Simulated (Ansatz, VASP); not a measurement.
One calculation of Ga, two programs

Contents of INCAR:

```
ALGO = Normal
EDIFF = 1E-7
ENCUT = 520
GGA = PS
ISIF = 2
ISMEAR = -1
LASPH = T
LCHARG = T
LELF = T
LREAL = F
LVHAR = T
LWAVE = F
NBANDS = 26
NELM = 80
PREC = Accurate
SIGMA = 0.1
```

The input KPOINTS:

```
k-points
0
Gamma
  9 9 12
```

File POSCAR:

```
Ga
1.0
    4.7851773152      0.0000000000      0.0000000000
   -2.3925886576      4.1440851165      0.0000000000
    0.0000000000      0.0000000000      3.0602094773
Ga
3
Direct
    1.0000000000      1.0000000000      0.0000000000
    0.3333333333      0.6666666667      0.5000000000
    0.6666666667      0.3333333333      0.5000000000
```

Input for Ansatz:

```yaml
crystal:
  lattice:
    - [4.7851773152, 0.0, 0.0]
    - [-2.3925886576, 4.1440851165, 0.0]
    - [0.0, 0.0, 3.0602094773]
  atoms:
    - { symbol: Ga, position: [1.0, 1.0, 0.0] }
    - { symbol: Ga, position: [0.3333333333, 0.6666666667, 0.5] }
    - { symbol: Ga, position: [0.6666666667, 0.3333333333, 0.5] }
hamiltonian:
  xc: pbesol
  pseudopotentials:
    kind: paw
    azcp:
      Ga: "pseudopotentials/Ga.paw.azcp"
basis:
  ecutwfc: 420
  fft_grid_basis: typed
kpoints:
  mp_grid: { grid: [9, 9, 12], shift: [0, 0, 0] }
magnetization:
  spin_polarized: false
scf:
  occupations: { method: fermi_dirac, width: 0.1 }
  lower_state_search: "off"
output:
  stress: true
  write_density: true
  write_potential: true
  elf: true
  volumetric_format: npy
```

Alike in both runs: task single point; functional PBEsol; k mesh 9 × 9 × 12; occupations fermi-dirac, width 0.1 eV; no spin polarisation.

```csv
,VASP,Ansatz
version,VASP 6.6.1,Ansatz 0.2.0
potentials or method,"VASP PAW PBE potentials, release 64 (Ga_d), cutoff 520 eV","plane waves (420 eV) with PAW, scalar-relativistic"
valence electrons in the cell,39,39
```

```csv
,VASP,Ansatz,Ansatz less VASP
pressure (GPa),-4.8,-4.9,-0.09
"traceless stress, the component that is largest in VASP (GPa)",-0.11,-0.10,+0.004
```

VASP's potentials were made for PBE, not for PBEsol, and Ansatz warns of the same on its side.
